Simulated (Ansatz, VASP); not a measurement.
**N in VASP and in Ansatz**

```
N
1.0
     9.00000    0.00000    0.00000
     0.00000    9.50000    0.00000
     0.00000    0.00000   10.00000
N
2
Cartesian
  4.5000 4.7500 4.4501
  4.5000 4.7500 5.5499
```

Alike in both runs: functional PBEsol; k mesh 1 × 1 × 1; occupations gaussian, width 0.02 eV; no spin polarisation.

Ansatz relaxed the structure, and its values are those at the end. VASP's run is a single point on that final structure, the one shown.

```csv
,VASP,Ansatz
version,VASP 6.6.1,Ansatz 0.2.0
potentials or method,"VASP PAW PBE potentials, release 64 (N_h), cutoff 1000 eV","plane waves, PAW"
valence electrons in the cell,10,10
```

|  | VASP | Ansatz | Ansatz less VASP |
| --- | --- | --- | --- |
| gap on the k mesh at the Fermi level (eV) | 8.24 | 8.23 | -0.011 |
| rms of the force components (eV/Å) | 0.124 | 0.001 | -0.1232 |

VASP's potentials were made for PBE, not for PBEsol. One of these differences is far larger than is usual between the two programs; its cause wasn't traced. Ansatz's warnings: stress scf threshold loose.
